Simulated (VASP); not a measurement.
The system is Bi.

```
Bi
1.0
     3.55702   -3.19402    0.00000
     3.55702    3.19402    0.00000
    -1.28495    0.00000    3.17462
Bi
2
Direct
  0.75306 0.75306 0.85738
  0.24694 0.24694 0.14262
```

This cell differs from its parent crystal: volume scaled by 1.06.

Base run:

```yaml
Program: VASP 6.6.1
Functional: LDA
Potentials_or_basis: VASP PAW LDA potentials, release 64 (Bi_d)
Cutoff: 520 eV
k_mesh: 6 × 6 × 9
Occupations: fermi-dirac, width 0.05 eV
Spin: no spin polarisation
```

Its results: band gap on the k mesh zero (band 15 reaches 8.80 eV, above the bottom of band 16 at 4.29 eV); pressure -5.7 GPa; largest force 0.157 eV/Å.

Task: The run is repeated on the same cell with these changes: functional from LDA to PBEsol; potentials or basis from VASP PAW LDA potentials, release 64 (Bi_d) to VASP PAW PBE potentials, release 64 (Bi_d). What comes out?

Result: Band gap on the k mesh zero (band 15 reaches 8.92 eV, above the bottom of band 16 at 4.37 eV); pressure -4.7 GPa; largest force 0.133 eV/Å.

Caveats: spin-orbit coupling is left out, which moves the levels of the heavy elements; the PAW data sets were made with another functional, which shifts forces and pressure a little (some runs).
